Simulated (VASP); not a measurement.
Wanted: the native input for a VASP 6.6.1 run.

- Task: single point
- Functional: PBE
- Potentials or basis: VASP PAW PBE potentials, release 64 (B, Bi_d)
- Cutoff: 520 eV
- k mesh: 8 × 8 × 8
- Occupations: fermi-dirac, width 0.02 eV
- Spin: no spin polarisation
- Dipole correction: no
- Further INCAR settings: ALGO = Normal; EDIFF = 1e-06; NBANDS = 16

The structure of BiB lies in POSCAR:

```
BiB
1.0
    0.0365983263      2.7814728006      2.7814728006
    2.7814728006      0.0365983263      2.7814728006
    2.7814728006      2.7814728006      0.0365983263
B Bi
1 1
Direct
    0.0005908435      0.0005908435      0.0005908435
    0.2494091565      0.2494091565      0.2494091565
```

This cell differs from its parent crystal: strain along [111] +2.0%.

The input as run:

INCAR

```
ALGO = Normal
EDIFF = 1E-6
ENCUT = 520
GGA = PE
ISIF = 2
ISMEAR = -1
LASPH = T
LCHARG = T
LELF = T
LREAL = F
LVHAR = T
LWAVE = F
NBANDS = 16
NELM = 100
PREC = Accurate
SIGMA = 0.02
```

KPOINTS

```
k-points
0
Gamma
  8 8 8
```

Potentials or basis: VASP PAW PBE potentials, release 64 (B, Bi_d).

Run with:

```console
$ cat potpaw_PBE.64/B/POTCAR potpaw_PBE.64/Bi_d/POTCAR > POTCAR
$ mpirun -np 1 vasp_std > vasp.out
```

Results of the run:

```json
{"Pressure": "-0.2 GPa", "Largest force": "0.009 eV/Å", "Band gap on the k mesh": "0.07 eV, direct"}
```

Caveat: the cell differs from its parent crystal (strain along [111] +2.0%); spin-orbit coupling is left out, which moves the levels of the heavy elements.

Wall time 20 s on 1 thread of AMD EPYC 9R45 96-Core Processor (Zen 5), on a shared host, peak memory 0.16 GiB.
